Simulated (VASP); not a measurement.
Here is a VASP 6.6.1 calculation.

INCAR

```
SYSTEM = B17SN17
ALGO = Normal ; EDIFF = 1E-6
ENCUT = 520 ; GGA = PE
GGA_COMPAT = .FALSE. ; ISIF = 2
ISMEAR = 0 ; ISPIN = 2
ISYM = -1 ; LASPH = .TRUE.
LCHARG = .FALSE. ; LORBIT = 11
LREAL = Auto ; LWAVE = .FALSE.
MAGMOM = 0.01 0.07 0.01 0.02 0 0.03 0.02 0.03 0.02 0.02 0 0 0.01 0 0.02 0 0.01 0.01 0 0.04 0.01 0.01 0 0.01 0.38 0 0.03 0 0.01 0.01 0.37 0 0.03 0 0.24 ; NBANDS = 98
NELECT = 143.0 ; NELM = 200
NUPDOWN = 3.0 ; PREC = Accurate
SIGMA = 0.01
```

File KPOINTS:

```
explicit points
1
Reciprocal
  0.25000000   0.25000000   0.25000000 1
```

File POSCAR:

```
B17SN17
1.0
    7.4650312800      0.0000000000      0.0000000000
   -3.7325156400      6.4649067300      0.0000000000
    0.0000000000      0.0000000000      6.4954828800
B N S
17 17 1
Direct
   -0.0044890463      0.1666452908      0.2458210197
    0.3363687959      0.1668208715      0.7686263727
   -0.0051849385      0.4997957694      0.2355298995
    0.3405760181      0.4994104648      0.7848731764
   -0.0047733148      0.8330404686      0.2423357438
    0.3422914386      0.8346139786      0.7655260900
    0.3291610369      0.1670484950      0.2227334457
    0.6857610476      0.1659049967      0.7395678482
    0.3287454636      0.4999028984      0.2388165313
    0.3288359044      0.8333699642      0.2379249414
    0.6768494486      0.8324105502      0.7683488999
    0.6619194323      0.1664631866      0.2310408871
    1.0091494760      0.1651478367      0.7806004250
    0.6614892540      0.4996456574      0.2286447088
    1.0093488799      0.4992026323      0.7717193302
    0.6614712013      0.8324451498      0.2466127641
    1.0074213671      0.8310877133      0.7668717909
    0.2283125035      0.2774366235      0.7901711985
    0.1060473496      0.0558572954      0.2418550267
    0.2322350870      0.6124381634      0.7727815912
    0.1049455147      0.3887971647      0.2464941886
    0.2318225948      0.9450948954      0.7678612174
    0.1055435057      0.7223721290      0.2410910085
    0.4395276312      0.0553291754      0.2285242126
    0.5584379846      0.6167240985      0.7842289062
    0.4387337043      0.3901327489      0.2265310787
    0.5664054654      0.9467649924      0.7591529554
    0.4393600364      0.7225017890      0.2456746334
    0.9022208638      0.2770616983      0.7727512790
    0.7721224208      0.0556709474      0.2474092405
    0.9085113445      0.6146059396      0.7624497233
    0.7724970528      0.3889263695      0.2204589039
    0.8986788808      0.9439865288      0.7670268488
    0.7723180720      0.7222191182      0.2451032584
    0.5844191358      0.3233578475      0.6356021837
```

Potentials or basis: VASP PAW PBE potentials, release 64 (B, N, S).

Command:

```sh
$ cat potpaw_PBE.64/B/POTCAR potpaw_PBE.64/N/POTCAR potpaw_PBE.64/S/POTCAR > POTCAR
$ mpirun -np 1 vasp_std > vasp.out
```

Q: Estimate the largest force.

A: 0.072 eV/Å.

Forces in eV/Å, atoms in the order of the input:
```
B    0.002 -0.002  0.005
B    0.060  0.016  0.014
B    0.003 -0.004  0.002
B    0.008 -0.025  0.001
B    0.003  0.005  0.002
B   -0.008  0.009 -0.002
B    0.010 -0.004 -0.015
B   -0.064  0.033 -0.006
B    0.005  0.001  0.000
B    0.007  0.005  0.001
B    0.009 -0.006  0.001
B    0.002 -0.006 -0.009
B    0.005  0.013  0.002
B    0.003 -0.005 -0.004
B   -0.003 -0.021 -0.001
B   -0.003  0.002  0.003
B    0.005 -0.004 -0.001
N   -0.019  0.005 -0.001
N   -0.004 -0.003 -0.002
N    0.004  0.010  0.003
N   -0.003 -0.002  0.000
N   -0.007 -0.002 -0.003
N    0.001 -0.003 -0.001
N   -0.005  0.001  0.010
N    0.011 -0.002  0.004
N   -0.004  0.005  0.003
N    0.002  0.002 -0.004
N   -0.006  0.000  0.000
N   -0.004  0.003  0.005
N    0.001 -0.001 -0.002
N   -0.017 -0.007 -0.006
N   -0.002  0.007 -0.004
N   -0.008 -0.007 -0.001
N   -0.001  0.001  0.000
S    0.016 -0.015  0.006
```

Caveat: the cell carries a net charge on a neutralising background, which shifts energy and pressure; the moment is held away from its start; the total moment is fixed, so each spin has its own Fermi level and the state may be an excited one.
